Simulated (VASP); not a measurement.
# NaCl (Pm-3m) in VASP: a series of runs

Aim: see how the results for NaCl move with the level of theory and the settings. Levels: r2SCAN, PBE. Tasks: single point.

Program: VASP 6.6.1. These are calculated values, not measurements. Logs are shortened: lines on timing, memory, paths and dates and some standing lists are left out, and cuts for length are marked.

## 1. The cell of the first run

It takes space group Pm-3m (No. 221, cubic). Conventional cell: a = 3.494 Å, b = 3.494 Å, c = 3.494 Å, α = 90.00°, β = 90.00°, γ = 90.00°. Within 4.0 Å of Na (site symmetry m-3m) lie 8 Cl at 3.03 Å and 6 Na at 3.49 Å. Cl (site symmetry m-3m) has 8 Na at 3.03 Å and 6 Cl at 3.49 Å within 4.0 Å.

## 2. Single point, r2SCAN (volume changed by +3%)

POSCAR

```
NaCl
1.0
    3.4938009918      0.0000000000      0.0000000000
    0.0000000000      3.4938009918      0.0000000000
    0.0000000000      0.0000000000      3.4938009918
Na Cl
1 1
Direct
    0.0000000000      0.0000000000      0.0000000000
    0.5000000000      0.5000000000      0.5000000000
```

INCAR.step1

```
SYSTEM = NaCl
PREC = Accurate
ENCUT = 520
ISMEAR = 0
SIGMA = 0.01
LREAL = .FALSE.
LASPH = .TRUE.
NELM = 100
NBANDS = 14
GGA = PE
ALGO = Normal
EDIFF = 1E-4
LWAVE = .TRUE.
LCHARG = .FALSE.
```

INCAR.step2

```
SYSTEM = NaCl
PREC = Accurate
ENCUT = 520
EDIFF = 1E-6
ISMEAR = 0
SIGMA = 0.01
LREAL = .FALSE.
LASPH = .TRUE.
NELM = 100
ALGO = Normal
ISIF = 2
LWAVE = .FALSE.
LCHARG = .FALSE.
METAGGA = R2SCAN
LMIXTAU = .TRUE.
NBANDS = 14
ISTART = 1
```

KPOINTS

```
Automatic mesh
0
G
  6 6 6
  0 0 0
```

Potentials or basis: VASP PAW PBE potentials, release 64 (Na_pv, Cl).

Run with:

```bash
$ cat potpaw_PBE.64/Na_pv/POTCAR potpaw_PBE.64/Cl/POTCAR > POTCAR
$ cp INCAR.step1 INCAR
$ mpirun -np 1 vasp_std > vasp.out
$ cp INCAR.step2 INCAR
$ mpirun -np 1 vasp_std > vasp.out
```

OUTCAR:

```text
SYSTEM = NaCl
   PREC = Accurate
   ENCUT = 520
   EDIFF = 1E-6
   ISMEAR = 0
   LREAL = .FALSE.
   LASPH = .TRUE.
   NELM = 100
   ISIF = 2
   METAGGA = R2SCAN
   ISTART = 1

 ion  position               nearest neighbor table
   1  0.000  0.000  0.000-
   2  0.500  0.500  0.500-

  LATTYP: Found a simple cubic cell.
 ALAT       =     3.4938009918

  Lattice vectors:

 A1 = (   3.4938009918,   0.0000000000,   0.0000000000)
 A2 = (   0.0000000000,   3.4938009918,   0.0000000000)
 A3 = (   0.0000000000,   0.0000000000,   3.4938009918)

Analysis of symmetry for initial positions (statically):
=====================================================================
 Subroutine PRICEL returns:
 Original cell was already a primitive cell.

 Routine SETGRP: Setting up the symmetry group for a
 simple cubic supercell.

 Subroutine GETGRP returns: Found 48 space group operations
 (whereof 48 operations were pure point group operations)
 out of a pool of 48 trial point group operations.

The static configuration has the point symmetry O_h .

Analysis of symmetry for dynamics (positions and initial velocities):
=====================================================================
 Subroutine PRICEL returns:
 Original cell was already a primitive cell.

 Routine SETGRP: Setting up the symmetry group for a
 simple cubic supercell.

 Subroutine GETGRP returns: Found 48 space group operations
 (whereof 48 operations were pure point group operations)
 out of a pool of 48 trial point group operations.

The dynamic configuration has the point symmetry O_h .

 Subroutine INISYM returns: Found 48 space group operations
 (whereof 48 operations are pure point group operations),
 and found     1 'primitive' translations

----------------------------------------------------------------------------------------

                                     Primitive cell

  volume of cell :      42.6476

  direct lattice vectors                    reciprocal lattice vectors
     3.493800992  0.000000000  0.000000000     0.286221225  0.000000000  0.000000000
     0.000000000  3.493800992  0.000000000     0.000000000  0.286221225  0.000000000
     0.000000000  0.000000000  3.493800992     0.000000000  0.000000000  0.286221225

  length of vectors
     3.493800992  3.493800992  3.493800992     0.286221225  0.286221225  0.286221225

  position of ions in fractional coordinates (direct lattice)
     0.000000000  0.000000000  0.000000000
     0.500000000  0.500000000  0.500000000

  ion indices of the primitive-cell ions
   primitive index   ion index
                 1           1
                 2           2

----------------------------------------------------------------------------------------

 KPOINTS: Automatic mesh

Automatic generation of k-mesh.
 Grid dimensions read from file:
 generate k-points for:    6    6    6

 Generating k-lattice:

  Cartesian coordinates                     Fractional coordinates (reciprocal lattice)
     0.047703538  0.000000000  0.000000000     0.166666667  0.000000000  0.000000000
     0.000000000  0.047703538  0.000000000     0.000000000  0.166666667  0.000000000
     0.000000000  0.000000000  0.047703538     0.000000000  0.000000000  0.166666667

  Length of vectors
     0.047703538  0.047703538  0.047703538

  Shift w.r.t. Gamma in fractional coordinates (k-lattice)
     0.000000000  0.000000000  0.000000000

 Subroutine IBZKPT returns following result:
 ===========================================

 Found     20 irreducible k-points:

 Following reciprocal coordinates:
            Coordinates               Weight
  0.000000  0.000000  0.000000      1.000000
  0.166667  0.000000  0.000000      6.000000
  0.333333  0.000000  0.000000      6.000000
  0.500000  0.000000  0.000000      3.000000
  0.166667  0.166667  0.000000     12.000000
  0.333333  0.166667  0.000000     24.000000
[... 12 lines left out ...]
  0.500000  0.500000  0.333333      6.000000
  0.500000  0.500000  0.500000      1.000000
   k-points           NKPTS =     20   k-points in BZ     NKDIM =     20   number of bands    NBANDS=     14
   number of dos      NEDOS =    301   number of ions     NIONS =      2
   total plane-waves  NPLWV =  21952
   dimension x,y,z NGX =    28 NGY =   28 NGZ =   28
   dimension x,y,z NGXF=    56 NGYF=   56 NGZF=   56
   ions per type =               1   1
   NGX,Y,Z   is equivalent  to a cutoff of  13.32, 13.32, 13.32 a.u.
   NGXF,Y,Z  is equivalent  to a cutoff of  26.65, 26.65, 26.65 a.u.
 SYSTEM =  NaCl
   PREC   = accura    normal or accurate (medium, high low for compatibility)
   ISTART =      1    job   : 0-new  1-cont  2-samecut
   ICHARG =      0    charge: 1-file 2-atom 10-const
   ISPIN  =      1    spin polarized calculation?
   LNONCOLLINEAR =      F non collinear calculations
   LSORBIT =      F    spin-orbit coupling
   LASPH  =      T    aspherical Exc in radial PAW
   ENCUT  =  520.0 eV  38.22 Ry    6.18 a.u.   6.50  6.50  6.50*2*pi/ulx,y,z
   NELM   =    100;   NELMIN=  2; NELMDL=  0     # of ELM steps
   EDIFF  = 0.1E-05   stopping-criterion for ELM
   LREAL  =      F    real-space projection
   EDIFFG = 0.1E-04   stopping-criterion for IOM
   NSW    =      0    number of steps for IOM
   IBRION =     -1    ionic relax: 0-MD 1-quasi-New 2-CG
   NFREE  =      0    steps in history (QN), initial steepest desc. (CG)
   ISIF   =      2    stress and relaxation
   ISYM   =      2    0-nonsym 1-usesym 2-fastsym
   POTIM  = 0.5000    time-step for ionic-motion
   TEBEG  =    0.0;   TEEND  =   0.0 temperature during run
   PSTRESS=    0.0 pullay stress
   NELECT =      14.0000    total number of electrons
   NUPDOWN=      -1.0000    fix difference up-down
   EMIN   =  10.00;   EMAX   =-10.00  energy-range for DOS
   EFERMI =   0.00;   METHOD = LEGACY
   ISMEAR =     0;   SIGMA  =   0.01  broadening in eV -4-tet -1-fermi 0-gaus
   EFERMI_NEDOS =   21; number of points for ismear=-14 and -15
   IALGO  =     38    algorithm
   IMIX   =      4    mixing-type and parameters
     AMIX     =   0.40;   BMIX     =  1.00
     AMIX_MAG =   1.60;   BMIX_MAG =  1.00
  volume/ion in A,a.u.               =      21.32       143.90
  Fermi-wavevector in a.u.,A,eV,Ry     =   1.129326  2.134117 17.352562  1.275377
  Thomas-Fermi vector in A             =   2.266019
   LORBIT       =      0    0 simple, 1 ext, 2 COOP (PROOUT), +10 PAW based schemes
   METAGGA = R2SCAN    functional components
   LHFCALC =     F    Hartree Fock is set to
   AEXX    =    0.0000 exact exchange contribution
   IVDW    =     0    specifies the selected vdW correction
   LEPSILON=     F    determine dielectric tensor
   LRPA    =     F    only Hartree local field effects (RPA)
 non-spin polarized calculation
 Gauss-broadening in eV      SIGMA  =   0.01
  energy-cutoff  :      520.00
  volume of cell :       42.65
 maximum number of plane-waves:      1189
 NGX is ok and might be reduce to    28
   NGX = 13   NGY = 13   NGZ = 13

 number of electron      13.9999984 magnetization

 Free energy of the ion-electron system (eV)
  ---------------------------------------------------
  ext. energy  EPLUGINS =         0.00000000
  ---------------------------------------------------
  free energy    TOTEN  =       -13.46052629 eV

  energy without entropy =      -13.46052629  energy(sigma->0) =      -13.46052629

 E-fermi :   0.1435     XC(G=0):  -8.9337

 val. band max:        0.0872178021   @ k =   0.5000   0.5000   0.0000
 cond. band min:       4.9275414004   @ k =   0.0000   0.0000   0.0000
 fundamental gap:      4.8403235983
 Fermi energy:         0.1435496359

 k-point     1 :       0.0000    0.0000    0.0000
  band No.  band energies     occupation
      1     -22.7323      2.00000
      2     -22.7323      2.00000
      3     -22.7323      2.00000
      4     -13.9004      2.00000
      5      -0.4236      2.00000
      6      -0.4236      2.00000
      7      -0.4236      2.00000
      8       4.9275      0.00000
      9       9.2609      0.00000
     10       9.2609      0.00000
     11      16.7837      0.00000
     12      16.7837      0.00000
     13      16.7838      0.00000
     14      17.1088      0.00000

 k-point     2 :       0.1667    0.0000    0.0000
  band No.  band energies     occupation
      1     -22.7421      2.00000
      2     -22.7314      2.00000
      3     -22.7314      2.00000
      4     -13.8129      2.00000
      5      -1.2067      2.00000
      6      -0.3660      2.00000
      7      -0.3660      2.00000
      8       5.6434      0.00000
      9       9.5789      0.00000
     10       9.8538      0.00000
     11      14.8824      0.00000
     12      14.8824      0.00000
     13      16.4234      0.00000
     14      17.0018      0.00000

 k-point     3 :       0.3333    0.0000    0.0000
  band No.  band energies     occupation
      1     -22.7617      2.00000
      2     -22.7296      2.00000
      3     -22.7296      2.00000
      4     -13.6280      2.00000
      5      -2.4015      2.00000
      6      -0.2463      2.00000
      7      -0.2463      2.00000
      8       6.9215      0.00000
      9      10.2302      0.00000
     10      10.4802      0.00000
     11      13.3164      0.00000
     12      13.3164      0.00000
     13      15.1748      0.00000
     14      17.0620      0.00000

 k-point     4 :       0.5000    0.0000    0.0000
  band No.  band energies     occupation
      1     -22.7714      2.00000
      2     -22.7287      2.00000
      3     -22.7287      2.00000
      4     -13.5299      2.00000
      5      -2.9025      2.00000
      6      -0.1839      2.00000
      7      -0.1839      2.00000
      8       7.8063      0.00000
      9       9.6659      0.00000
     10      11.3457      0.00000
     11      12.7431      0.00000
     12      12.7431      0.00000
     13      13.6542      0.00000
     14      17.8706      0.00000

 k-point     5 :       0.1667    0.1667    0.0000
  band No.  band energies     occupation
      1     -22.7420      2.00000
      2     -22.7398      2.00000
      3     -22.7305      2.00000
      4     -13.7300      2.00000
      5      -1.2318      2.00000
      6      -0.9830      2.00000
      7      -0.3066      2.00000
      8       6.2992      0.00000
      9       9.8756      0.00000
     10      10.2940      0.00000
     11      13.3756      0.00000
[... 208 lines left out ...]
 k-point    18 :       0.5000    0.3333    0.3333
  band No.  band energies     occupation
      1     -22.7601      2.00000
      2     -22.7510      2.00000
      3     -22.7501      2.00000
      4     -13.1101      2.00000
      5      -2.0749      2.00000
      6      -1.5587      2.00000
      7      -1.4828      2.00000
      8       7.6818      0.00000
      9       8.4191      0.00000
     10       9.0298      0.00000
     11      14.3445      0.00000
     12      15.1066      0.00000
     13      15.1168      0.00000
     14      16.3646      0.00000

 k-point    19 :       0.5000    0.5000    0.3333
  band No.  band energies     occupation
      1     -22.7586      2.00000
      2     -22.7586      2.00000
      3     -22.7494      2.00000
      4     -13.0346      2.00000
      5      -1.9432      2.00000
      6      -1.9432      2.00000
      7      -1.4160      2.00000
      8       7.3512      0.00000
      9       8.4819      0.00000
     10       8.4819      0.00000
     11      14.2015      0.00000
     12      14.8914      0.00000
     13      16.6683      0.00000
     14      16.6683      0.00000

 k-point    20 :       0.5000    0.5000    0.5000
  band No.  band energies     occupation
      1     -22.7573      2.00000
      2     -22.7573      2.00000
      3     -22.7573      2.00000
      4     -12.9586      2.00000
      5      -1.8322      2.00000
      6      -1.8322      2.00000
      7      -1.8322      2.00000
      8       7.8391      0.00000
      9       7.8391      0.00000
     10       7.8391      0.00000
     11      13.1306      0.00000
     12      17.1323      0.00000
     13      17.1323      0.00000
     14      17.1323      0.00000

------------------------ aborting loop because EDIFF is reached ----------------------------------------

  FORCE on cell =-STRESS in cart. coord.  units (eV):
  Direction    XX          YY          ZZ          XY          YZ          ZX
  --------------------------------------------------------------------------------------
  -------------------------------------------------------------------------------------
  Total       -0.2829369     -0.2829369     -0.2829369      0.0000000     -0.0000000      0.0000000
  in kB      -10.6293259    -10.6293259    -10.6293259      0.0000000     -0.0000000      0.0000000
  external PRESSURE =     -10.6293259 kB  Pullay stress =       0.0000000 kB

 VOLUME and BASIS-vectors are now :
 -----------------------------------------------------------------------------
  energy-cutoff  :      520.00
  volume of cell :       42.65
      direct lattice vectors                 reciprocal lattice vectors
     3.493800992  0.000000000  0.000000000     0.286221225  0.000000000  0.000000000
     0.000000000  3.493800992  0.000000000     0.000000000  0.286221225  0.000000000
     0.000000000  0.000000000  3.493800992     0.000000000  0.000000000  0.286221225

 POSITION                                       TOTAL-FORCE (eV/Angst)
 -----------------------------------------------------------------------------------
      0.00000      0.00000      0.00000         0.000000      0.000000      0.000000
      1.74690      1.74690      1.74690         0.000000      0.000000      0.000000
 -----------------------------------------------------------------------------------
    total drift:                               -0.000000      0.000000      0.000000

  FREE ENERGIE OF THE ION-ELECTRON SYSTEM (eV)
  ---------------------------------------------------
  free  energy   TOTEN  =       -13.4605262898 eV

  energy  without entropy=      -13.4605262898  energy(sigma->0) =      -13.46052629
```

It took 17 s on 1 thread of Intel Xeon 6975P-C (Granite Rapids), shared host; peak memory 0.15 GiB.

What came out:

| Property | Result |
| --- | --- |
| Free energy | -13.4605 eV |
| Pressure | -1.1 GPa |
| Band gap on the k mesh | 4.84 eV, indirect (least direct gap 5.35 eV) |

Caveat: the cell differs from its parent crystal (volume changed by +3%); the PAW data sets were made with another functional, which shifts forces and pressure a little.

## 3. Single point, PBE

This run uses another cell than the first one, of 20.70 Å³/atom, 0.971 times its volume.

INCAR

```
SYSTEM = NaCl
PREC = Accurate
ENCUT = 520
EDIFF = 1E-7
ISMEAR = 0
SIGMA = 0.01
LREAL = .False.
LASPH = .True.
NELM = 60
ALGO = Normal
ISIF = 2
LWAVE = .False.
LCHARG = .False.
GGA = PE
NBANDS = 14
```

KPOINTS

```
regular mesh
0
Gamma
  8 8 8
  0 0 0
```

POSCAR

```
NaCl
1.0
    3.4595458349      0.0000000000      0.0000000000
    0.0000000000      3.4595458349      0.0000000000
    0.0000000000      0.0000000000      3.4595458349
Na Cl
1 1
Direct
    0.0000000000      0.0000000000      0.0000000000
    0.5000000000      0.5000000000      0.5000000000
```

Potentials or basis: VASP PAW PBE potentials, release 64 (Na_pv, Cl).

Run with:

```bash
$ cat potpaw_PBE.64/Na_pv/POTCAR potpaw_PBE.64/Cl/POTCAR > POTCAR
$ mpirun -np 1 vasp_std > vasp.out
```

OUTCAR:

```text
SYSTEM = NaCl
   PREC = Accurate
   ENCUT = 520
   EDIFF = 1E-7
   ISMEAR = 0
   LREAL = .False.
   LASPH = .True.
   NELM = 60
   ISIF = 2
   GGA = PE

 ion  position               nearest neighbor table
   1  0.000  0.000  0.000-
   2  0.500  0.500  0.500-

  LATTYP: Found a simple cubic cell.
 ALAT       =     3.4595458349

  Lattice vectors:

 A1 = (   3.4595458349,   0.0000000000,   0.0000000000)
 A2 = (   0.0000000000,   3.4595458349,   0.0000000000)
 A3 = (   0.0000000000,   0.0000000000,   3.4595458349)

Analysis of symmetry for initial positions (statically):
[... 582 lines left out ...]
      9      10.2430      0.00000
     10      10.5585      0.00000
     11      11.8771      0.00000
     12      14.3929      0.00000
     13      14.4439      0.00000
     14      17.4124      0.00000

 [... further k-points ...]
[... 5 lines left out ...]
  --------------------------------------------------------------------------------------
  -------------------------------------------------------------------------------------
  Total        0.2850632      0.2850632      0.2850632      0.0000000      0.0000000      0.0000000
  in kB       11.0304799     11.0304799     11.0304799      0.0000000      0.0000000      0.0000000
  external PRESSURE =      11.0304799 kB  Pullay stress =       0.0000000 kB

 VOLUME and BASIS-vectors are now :
 -----------------------------------------------------------------------------
  energy-cutoff  :      520.00
  volume of cell :       41.41
      direct lattice vectors                 reciprocal lattice vectors
     3.459545835  0.000000000  0.000000000     0.289055283  0.000000000  0.000000000
     0.000000000  3.459545835  0.000000000     0.000000000  0.289055283  0.000000000
     0.000000000  0.000000000  3.459545835     0.000000000  0.000000000  0.289055283

 POSITION                                       TOTAL-FORCE (eV/Angst)
 -----------------------------------------------------------------------------------
      0.00000      0.00000      0.00000         0.000000      0.000000      0.000000
      1.72977      1.72977      1.72977         0.000000      0.000000      0.000000
 -----------------------------------------------------------------------------------
    total drift:                               -0.000000      0.000000      0.000000

  FREE ENERGIE OF THE ION-ELECTRON SYSTEM (eV)
  ---------------------------------------------------
  free  energy   TOTEN  =        -6.4627849856 eV

  energy  without entropy=       -6.4627849856  energy(sigma->0) =       -6.46278499
```

OSZICAR:

```text
N       E                     dE             d eps       ncg     rms          rms(c)
DAV:   1     0.100189215408E+03    0.10019E+03   -0.71844E+03  1002   0.102E+03
DAV:   2     0.984108846151E+00   -0.99205E+02   -0.90241E+02  1088   0.275E+02
DAV:   3    -0.659712181156E+01   -0.75812E+01   -0.75339E+01  1250   0.712E+01
DAV:   4    -0.670831755489E+01   -0.11120E+00   -0.11116E+00  1100   0.921E+00
DAV:   5    -0.671066704314E+01   -0.23495E-02   -0.23494E-02  1344   0.137E+00    0.234E+00
DAV:   6    -0.649184919799E+01    0.21882E+00   -0.29387E-01  1252   0.342E+00    0.167E+00
DAV:   7    -0.646282666715E+01    0.29023E-01   -0.90582E-02  1368   0.183E+00    0.115E+00
DAV:   8    -0.646295997784E+01   -0.13331E-03   -0.10665E-02  1046   0.940E-01    0.432E-01
DAV:   9    -0.646272025324E+01    0.23972E-03   -0.46436E-04  1220   0.162E-01    0.192E-01
DAV:  10    -0.646278756207E+01   -0.67309E-04   -0.21704E-04  1052   0.111E-01    0.308E-02
DAV:  11    -0.646278471999E+01    0.28421E-05   -0.96214E-06  1190   0.281E-02    0.111E-02
DAV:  12    -0.646278468563E+01    0.34357E-07   -0.20959E-06  1094   0.123E-02    0.428E-03
DAV:  13    -0.646278507086E+01   -0.38523E-06   -0.21082E-07  1178   0.315E-03    0.162E-03
DAV:  14    -0.646278498564E+01    0.85219E-07   -0.75529E-09   628   0.722E-04
   1 F= -.64627850E+01 E0= -.64627850E+01  d E =-.532026E-28
```

Run time: 7.5 s. Hardware: 1 thread of Intel Xeon 6975P-C (Granite Rapids), shared host; peak memory 0.15 GiB.

What came out:

```yaml
Free_energy: -6.4628 eV
Pressure: 1.1 GPa
Band_gap_on_the_k_mesh: 4.10 eV, indirect (least direct gap 4.63 eV)
```

A k mesh can miss the band edges. A hybrid or GW would open this gap; PBE tends to underestimate it.
